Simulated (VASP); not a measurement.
# CuH8 (P4/mmm) in VASP: notebook

Runs on CuH8. Level: PBE. Tasks: single point, relaxation of cell and atoms.

All numbers are computed with VASP 6.6.1; they aren't measurements. Logs are shortened: lines on timing, memory, paths and dates and some standing lists are left out, and cuts for length are marked.

**1. The cell of the first run**

Symmetry: P4/mmm, No. 123, tetragonal system. The conventional cell has a = 4.037 Å, b = 4.037 Å, c = 4.867 Å, α = 90.00°, β = 90.00°, γ = 90.00°. Within 2.1 Å of Cu (site symmetry 4/mmm) lie 4 H at 1.60 Å. H (site symmetry m2m) has 1 H at 0.83 Å within 1.1 Å. H (site symmetry m2m) has 2 H at 1.27 Å within 1.7 Å.

**2. Single point, PBE**

INCAR reads:

```
ALGO     = Normal         # electronic algorithm
EDIFF    = 1E-6           # SCF threshold, eV
ENCUT    = 520            # plane-wave cutoff, eV
GGA      = PE             # functional
ISIF     = 2              # what is computed and relaxed
ISMEAR   = 0              # smearing method
LASPH    = True           # aspherical terms in the spheres
LCHARG   = False          # write CHGCAR
LREAL    = False          # projectors in reciprocal space
LWAVE    = False          # write WAVECAR
NBANDS   = 20             # bands
NELM     = 100            # most SCF steps
PREC     = Accurate       # precision mode
SIGMA    = 0.1            # smearing width, eV
```

KPOINTS reads:

```
k-points
0
Gamma
  10 10 8
```

POSCAR reads:

```
CuH8
1.0
    4.0369013416      0.0000000000      0.0000000000
    0.0000000000      4.0369013416      0.0000000000
    0.0000000000      0.0000000000      4.8672689304
Cu H
1 8
Direct
    0.0000000000      0.0000000000      0.0000000000
    0.3974871448      0.0000000000      0.0000000000
    0.6025128552      0.0000000000      0.0000000000
    0.0000000000      0.3974871448      0.0000000000
    0.0000000000      0.6025128552      0.0000000000
    0.2778293528      0.5000000000      0.5000000000
    0.7221706472      0.5000000000      0.5000000000
    0.5000000000      0.2778293528      0.5000000000
    0.5000000000      0.7221706472      0.5000000000
```

Potentials or basis: VASP PAW PBE potentials, release 64 (Cu, H).

Started as:

```sh
$ cat potpaw_PBE.64/Cu/POTCAR potpaw_PBE.64/H/POTCAR > POTCAR
$ mpirun -np 1 vasp_std > vasp.out
```

OUTCAR:

```text
EDIFF = 1E-6
   ENCUT = 520
   GGA = PE
   ISIF = 2
   ISMEAR = 0
   LASPH = True
   LREAL = False
   NELM = 100
   PREC = Accurate

 ion  position               nearest neighbor table
   1  0.000  0.000  0.000-   2 1.60   3 1.60   4 1.60   5 1.60
   2  0.397  0.000  0.000-   3 0.83   1 1.60
   3  0.603  0.000  0.000-   2 0.83   1 1.60
   4  0.000  0.397  0.000-   5 0.83   1 1.60
   5  0.000  0.603  0.000-   4 0.83   1 1.60
   6  0.278  0.500  0.500-
   7  0.722  0.500  0.500-
   8  0.500  0.278  0.500-
   9  0.500  0.722  0.500-

  LATTYP: Found a simple tetragonal cell.
 ALAT       =     4.0369013416
 C/A-ratio  =     1.2056942983

  Lattice vectors:

 A1 = (   4.0369013416,   0.0000000000,   0.0000000000)
 A2 = (   0.0000000000,   4.0369013416,   0.0000000000)
 A3 = (   0.0000000000,   0.0000000000,   4.8672689304)

Analysis of symmetry for initial positions (statically):
=====================================================================
 Subroutine PRICEL returns:
 Original cell was already a primitive cell.

 Routine SETGRP: Setting up the symmetry group for a
 simple tetragonal supercell.

 Subroutine GETGRP returns: Found 16 space group operations
 (whereof 16 operations were pure point group operations)
 out of a pool of 16 trial point group operations.

The static configuration has the point symmetry D_4h.

Analysis of symmetry for dynamics (positions and initial velocities):
=====================================================================
 Subroutine PRICEL returns:
 Original cell was already a primitive cell.

 Routine SETGRP: Setting up the symmetry group for a
 simple tetragonal supercell.

 Subroutine GETGRP returns: Found 16 space group operations
 (whereof 16 operations were pure point group operations)
 out of a pool of 16 trial point group operations.

The dynamic configuration has the point symmetry D_4h.

 Subroutine INISYM returns: Found 16 space group operations
 (whereof 16 operations are pure point group operations),
 and found     1 'primitive' translations

----------------------------------------------------------------------------------------

                                     Primitive cell

  volume of cell :      79.3198

  direct lattice vectors                    reciprocal lattice vectors
     4.036901342  0.000000000  0.000000000     0.247714748  0.000000000  0.000000000
     0.000000000  4.036901342  0.000000000     0.000000000  0.247714748  0.000000000
     0.000000000  0.000000000  4.867268930     0.000000000  0.000000000  0.205454027

  length of vectors
     4.036901342  4.036901342  4.867268930     0.247714748  0.247714748  0.205454027

  position of ions in fractional coordinates (direct lattice)
     0.000000000  0.000000000  0.000000000
     0.397487145  0.000000000  0.000000000
     0.602512855  0.000000000  0.000000000
     0.000000000  0.397487145  0.000000000
     0.000000000  0.602512855  0.000000000
     0.277829353  0.500000000  0.500000000
     0.722170647  0.500000000  0.500000000
     0.500000000  0.277829353  0.500000000
     0.500000000  0.722170647  0.500000000

  ion indices of the primitive-cell ions
   primitive index   ion index
                 1           1
                 2           2
                 3           3
                 4           4
                 5           5
                 6           6
                 7           7
                 8           8
                 9           9

----------------------------------------------------------------------------------------

 KPOINTS: k-points

Automatic generation of k-mesh.
 Grid dimensions read from file:
 generate k-points for:   10   10    8

 Generating k-lattice:

  Cartesian coordinates                     Fractional coordinates (reciprocal lattice)
     0.024771475  0.000000000  0.000000000     0.100000000  0.000000000  0.000000000
     0.000000000  0.024771475  0.000000000     0.000000000  0.100000000  0.000000000
     0.000000000  0.000000000  0.025681753     0.000000000  0.000000000  0.125000000

  Length of vectors
     0.024771475  0.024771475  0.025681753

  Shift w.r.t. Gamma in fractional coordinates (k-lattice)
     0.000000000  0.000000000  0.000000000

 Subroutine IBZKPT returns following result:
 ===========================================

 Found    105 irreducible k-points:

 Following reciprocal coordinates:
            Coordinates               Weight
  0.000000  0.000000  0.000000      1.000000
  0.100000  0.000000  0.000000      4.000000
  0.200000  0.000000  0.000000      4.000000
  0.300000  0.000000  0.000000      4.000000
  0.400000  0.000000  0.000000      4.000000
  0.500000  0.000000  0.000000      2.000000
[... 16 lines left out ...]
  0.100000  0.000000  0.125000      8.000000
  0.200000  0.000000  0.125000      8.000000
 [... further k-points ...]
   k-points           NKPTS =    105   k-points in BZ     NKDIM =    105   number of bands    NBANDS=     20
   number of dos      NEDOS =    301   number of ions     NIONS =      9
   total plane-waves  NPLWV =  32400
   dimension x,y,z NGX =    30 NGY =   30 NGZ =   36
   dimension x,y,z NGXF=    60 NGYF=   60 NGZF=   72
   ions per type =               1   8
   NGX,Y,Z   is equivalent  to a cutoff of  12.35, 12.35, 12.30 a.u.
   NGXF,Y,Z  is equivalent  to a cutoff of  24.71, 24.71, 24.59 a.u.
 SYSTEM =  unknown system
   PREC   = accura    normal or accurate (medium, high low for compatibility)
   ISTART =      0    job   : 0-new  1-cont  2-samecut
   ICHARG =      2    charge: 1-file 2-atom 10-const
   ISPIN  =      1    spin polarized calculation?
   LNONCOLLINEAR =      F non collinear calculations
   LSORBIT =      F    spin-orbit coupling
   LASPH  =      T    aspherical Exc in radial PAW
   ENCUT  =  520.0 eV  38.22 Ry    6.18 a.u.   7.51  7.51  9.05*2*pi/ulx,y,z
   NELM   =    100;   NELMIN=  2; NELMDL= -5     # of ELM steps
   EDIFF  = 0.1E-05   stopping-criterion for ELM
   LREAL  =      F    real-space projection
   EDIFFG = 0.1E-04   stopping-criterion for IOM
   NSW    =      0    number of steps for IOM
   IBRION =     -1    ionic relax: 0-MD 1-quasi-New 2-CG
   NFREE  =      0    steps in history (QN), initial steepest desc. (CG)
   ISIF   =      2    stress and relaxation
   ISYM   =      2    0-nonsym 1-usesym 2-fastsym
   POTIM  = 0.5000    time-step for ionic-motion
   TEBEG  =    0.0;   TEEND  =   0.0 temperature during run
   PSTRESS=    0.0 pullay stress
   NELECT =      19.0000    total number of electrons
   NUPDOWN=      -1.0000    fix difference up-down
   EMIN   =  10.00;   EMAX   =-10.00  energy-range for DOS
   EFERMI =   0.00;   METHOD = LEGACY
   ISMEAR =     0;   SIGMA  =   0.10  broadening in eV -4-tet -1-fermi 0-gaus
   EFERMI_NEDOS =   21; number of points for ismear=-14 and -15
   IALGO  =     38    algorithm
   IMIX   =      4    mixing-type and parameters
     AMIX     =   0.40;   BMIX     =  1.00
     AMIX_MAG =   1.60;   BMIX_MAG =  1.00
  volume/ion in A,a.u.               =       8.81        59.48
  Fermi-wavevector in a.u.,A,eV,Ry     =   1.016714  1.921311 14.064444  1.033707
  Thomas-Fermi vector in A             =   2.150074
   LORBIT       =      0    0 simple, 1 ext, 2 COOP (PROOUT), +10 PAW based schemes
   GGA     = PE    functional components
   LHFCALC =     F    Hartree Fock is set to
   AEXX    =    0.0000 exact exchange contribution
   IVDW    =     0    specifies the selected vdW correction
   LEPSILON=     F    determine dielectric tensor
   LRPA    =     F    only Hartree local field effects (RPA)
 non-spin polarized calculation
 Gauss-broadening in eV      SIGMA  =   0.10
  energy-cutoff  :      520.00
  volume of cell :       79.32
 maximum number of plane-waves:      2162
   NGX = 15   NGY = 15   NGZ = 19

 number of electron      18.9999985 magnetization

 Free energy of the ion-electron system (eV)
  ---------------------------------------------------
  ext. energy  EPLUGINS =         0.00000000
  ---------------------------------------------------
  free energy    TOTEN  =       -23.12160352 eV

  energy without entropy =      -23.10915839  energy(sigma->0) =      -23.11538096

 E-fermi :  -0.9624     XC(G=0):  -7.6234

 val. band max:       -0.9749701051   @ k =   0.4000   0.2000   0.3750
 cond. band min:      -0.9623067327   @ k =   0.5000   0.2000   0.5000
 fundamental gap:      0.0126633724
 Fermi energy:        -0.9623952808

 k-point     1 :       0.0000    0.0000    0.0000
  band No.  band energies     occupation
      1     -10.7574      2.00000
      2      -8.4021      2.00000
      3      -8.2504      2.00000
      4      -3.5818      2.00000
      5      -3.2707      2.00000
      6      -3.2707      2.00000
[... 12 lines left out ...]
     19      10.7935      0.00000
     20      12.2602      0.00000

 k-point     2 :       0.1000    0.0000    0.0000
  band No.  band energies     occupation
      1     -10.6870      2.00000
      2      -8.4121      2.00000
      3      -8.2119      2.00000
      4      -3.5903      2.00000
      5      -3.2808      2.00000
      6      -3.2701      2.00000
[... 12 lines left out ...]
     19      10.7805      0.00000
     20      11.8638      0.00000
[... 465 lines left out ...]
      3      -8.2798      2.00000
      4      -3.5900      2.00000
      5      -3.2844      2.00000
      6      -3.2737      2.00000
[... 12 lines left out ...]
     19      11.3567      0.00000
     20      11.4809      0.00000

 k-point    24 :       0.2000    0.0000    0.1250
  band No.  band energies     occupation
      1     -10.4458      2.00000
      2      -8.4827      2.00000
      3      -8.1354      2.00000
      4      -3.6112      2.00000
      5      -3.3096      2.00000
      6      -3.2714      2.00000
[... 12 lines left out ...]
     19      10.7789      0.00000
     20      11.5601      0.00000

 [... further k-points ...]

------------------------ aborting loop because EDIFF is reached ----------------------------------------

  FORCE on cell =-STRESS in cart. coord.  units (eV):
  Direction    XX          YY          ZZ          XY          YZ          ZX
  --------------------------------------------------------------------------------------
  -------------------------------------------------------------------------------------
  Total       -0.0438774     -0.0438774     -0.1102182      0.0000000     -0.0000000      0.0000000
  in kB       -0.8862786     -0.8862786     -2.2262924      0.0000000     -0.0000000      0.0000000
  external PRESSURE =      -1.3329499 kB  Pullay stress =       0.0000000 kB

 VOLUME and BASIS-vectors are now :
 -----------------------------------------------------------------------------
  energy-cutoff  :      520.00
  volume of cell :       79.32
      direct lattice vectors                 reciprocal lattice vectors
     4.036901342  0.000000000  0.000000000     0.247714748  0.000000000  0.000000000
     0.000000000  4.036901342  0.000000000     0.000000000  0.247714748  0.000000000
     0.000000000  0.000000000  4.867268930     0.000000000  0.000000000  0.205454027

 POSITION                                       TOTAL-FORCE (eV/Angst)
 -----------------------------------------------------------------------------------
      0.00000      0.00000      0.00000        -0.000000      0.000000     -0.000000
      1.60462      0.00000      0.00000         0.042153      0.000000      0.000000
      2.43228      0.00000      0.00000        -0.042153      0.000000     -0.000000
      0.00000      1.60462      0.00000        -0.000000      0.042153     -0.000000
      0.00000      2.43228      0.00000        -0.000000     -0.042153     -0.000000
      1.12157      2.01845      2.43363        -0.007090      0.000000     -0.000000
      2.91533      2.01845      2.43363         0.007090      0.000000      0.000000
      2.01845      1.12157      2.43363        -0.000000     -0.007090      0.000000
      2.01845      2.91533      2.43363        -0.000000      0.007090     -0.000000
 -----------------------------------------------------------------------------------
    total drift:                               -0.000000      0.000000      0.000000

  FREE ENERGIE OF THE ION-ELECTRON SYSTEM (eV)
  ---------------------------------------------------
  free  energy   TOTEN  =       -23.1216035205 eV

  energy  without entropy=      -23.1091583918  energy(sigma->0) =      -23.11538096
```

Run time: 74 s. Hardware: 1 thread of AMD EPYC 9R45 (Zen 5), shared host; peak memory 0.24 GiB.

Results:

```
Free energy   : -23.1216 eV
Pressure      : -0.1 GPa
Largest force : 0.042 eV/Å
```

Forces in eV/Å, atoms in the order of the input:
```
Cu   0.000  0.000  0.000
H    0.042  0.000  0.000
H   -0.042  0.000  0.000
H    0.000  0.042  0.000
H    0.000 -0.042  0.000
H   -0.007  0.000  0.000
H    0.007  0.000  0.000
H    0.000 -0.007  0.000
H    0.000  0.007  0.000
```

Stress tensor (GPa, compression positive):
```
-0.09  0.00  0.00
 0.00 -0.09  0.00
 0.00  0.00 -0.22
```

Levels at points of the mesh, in eV from the Fermi level:
```csv
k point,band 6,band 7,band 8,band 9,band 10,band 11,band 12,band 13
"(0.00, 0.00, 0.00)",-2.31,-2.02,-0.55,0.72,0.72,2.82,3.16,3.16
"(0.50, 0.00, 0.00)",-2.43,-2.41,-2.30,-0.67,1.29,2.91,2.98,4.65
"(0.50, 0.50, 0.00)",-2.78,-2.39,-2.39,-1.63,-0.89,-0.89,5.85,6.49
"(0.00, 0.00, 0.50)",-2.33,-2.05,-0.52,1.14,1.14,2.58,2.58,3.38
"(0.50, 0.00, 0.50)",-2.36,-2.31,-1.95,-1.92,1.32,2.98,3.10,5.65
"(0.50, 0.50, 0.50)",-2.83,-2.59,-2.59,-1.34,-1.05,-1.05,3.70,4.44
```

**3. Relaxation of cell and atoms, PBE**

This run uses another cell than the first one, of 8.45 Å³/atom, 0.959 times its volume.

INCAR reads:

```
ALGO = Normal ; EDIFF = 1E-6
EDIFFG = -0.01 ; ENCUT = 600
GGA = PE ; IBRION = 2
ISIF = 3 ; ISMEAR = 0
LASPH = T ; LCHARG = F
LREAL = F ; LWAVE = F
NELM = 100 ; NSW = 100
PREC = Accurate ; SIGMA = 0.1
```

KPOINTS is that of step 2.

POSCAR reads:

```
CuH8
1.0
    4.0811974036      0.0000000000      0.0000000000
    0.0000000000      4.0811974036      0.0000000000
    0.0000000000      0.0000000000      4.5677775327
Cu H
1 8
Direct
    0.0000000000      0.0000000000      0.0000000000
    0.3979931769      0.0000000000      0.0000000000
    0.6020068231      0.0000000000      0.0000000000
    0.0000000000      0.3979931769      0.0000000000
    0.0000000000      0.6020068231      0.0000000000
    0.2854845481      0.5000000000      0.5000000000
    0.7145154519      0.5000000000      0.5000000000
    0.5000000000      0.2854845481      0.5000000000
    0.5000000000      0.7145154519      0.5000000000
```

Potentials or basis: VASP PAW PBE potentials, release 64 (Cu, H).

Started as:

```sh
$ cat potpaw_PBE.64/Cu/POTCAR potpaw_PBE.64/H/POTCAR > POTCAR
$ mpirun -np 1 vasp_std > vasp.out
```

It took 14 min on 1 thread of AMD EPYC 9R45 (Zen 5), shared host; peak memory 0.27 GiB.

It converged, with:

```
Free energy                            : -23.1243 eV
Relaxed volume                         : 8.78 Å³/atom
Relaxed cell                           : a = 4.038 Å, b = 4.038 Å, c = 4.844 Å, α = 90.00°, β = 90.00°, γ = 90.00°
Space group after relaxing (to 0.05 Å) : P4/mmm (No. 123)
Energy gained by relaxing              : 2.2 meV/atom
Ionic steps                            : 16
Pressure after relaxing                : 0.0 GPa
Largest force after relaxing           : 0.006 eV/Å
```

Forces in eV/Å, atoms in the order of the input:
```
Cu   0.000  0.000  0.000
H    0.006  0.000  0.000
H   -0.006  0.000  0.000
H    0.000  0.006  0.000
H    0.000 -0.006  0.000
H    0.001  0.000  0.000
H   -0.001  0.000  0.000
H    0.000  0.001  0.000
H    0.000 -0.001  0.000
```

Stress tensor (GPa, compression positive):
```
 0.04  0.00  0.00
 0.00  0.04  0.00
 0.00  0.00 -0.05
```

The path:
```
step  energy change (eV)  largest force (eV/Å)  pressure (GPa)  volume (Å³)
   1              0.0000                0.1323           -0.14        76.08
   2             -0.0031                0.1123            0.14        76.00
   3             -0.0031                0.0942            0.11        76.00
   4             -0.0064                0.0771            0.08        76.02
   5             -0.0127                0.0254            0.07        76.05
   6             -0.0097                0.1105            0.10        76.09
   7             -0.0138                0.0561            0.05        76.07
   8             -0.0155                0.0337            0.31        76.14
   9             -0.0158                0.0613            0.46        76.18
  10             -0.0167                0.0411            0.43        76.51
  11             -0.0167                0.0616            0.41        76.58
  12             -0.0179                0.0451            0.31        77.11
  13             -0.0189                0.0259            0.21        77.71
  14             -0.0196                0.0121            0.08        78.93
  15             -0.0196                0.0286           -0.03        79.07
  16             -0.0196                0.0062            0.01        78.99
```

Final structure:
```
CELL_PARAMETERS angstrom
4.03812 0.00000 0.00000
0.00000 4.03812 0.00000
0.00000 0.00000 4.84407
ATOMIC_POSITIONS crystal
Cu 0.00000 0.00000 0.00000
H 0.39784 0.00000 0.00000
H 0.60216 0.00000 0.00000
H 0.00000 0.39784 0.00000
H 0.00000 0.60216 0.00000
H 0.27767 0.50000 0.50000
H 0.72233 0.50000 0.50000
H 0.50000 0.27767 0.50000
H 0.50000 0.72233 0.50000
```

Levels at points of the mesh, in eV from the Fermi level:
| k point | band 6 | band 7 | band 8 | band 9 | band 10 | band 11 | band 12 | band 13 |
| --- | --- | --- | --- | --- | --- | --- | --- | --- |
| (0.00, 0.00, 0.00) | -2.31 | -2.02 | -0.56 | 0.71 | 0.71 | 2.84 | 3.19 | 3.19 |
| (0.50, 0.00, 0.00) | -2.44 | -2.41 | -2.30 | -0.66 | 1.28 | 2.89 | 2.98 | 4.68 |
| (0.50, 0.50, 0.00) | -2.77 | -2.39 | -2.39 | -1.63 | -0.88 | -0.88 | 5.87 | 6.51 |
| (0.00, 0.00, 0.50) | -2.33 | -2.05 | -0.53 | 1.14 | 1.14 | 2.59 | 2.59 | 3.39 |
| (0.50, 0.00, 0.50) | -2.36 | -2.31 | -1.94 | -1.93 | 1.32 | 2.97 | 3.11 | 5.64 |
| (0.50, 0.50, 0.50) | -2.83 | -2.60 | -2.60 | -1.33 | -1.05 | -1.05 | 3.68 | 4.43 |

(Part 1 of 2 ends here.)
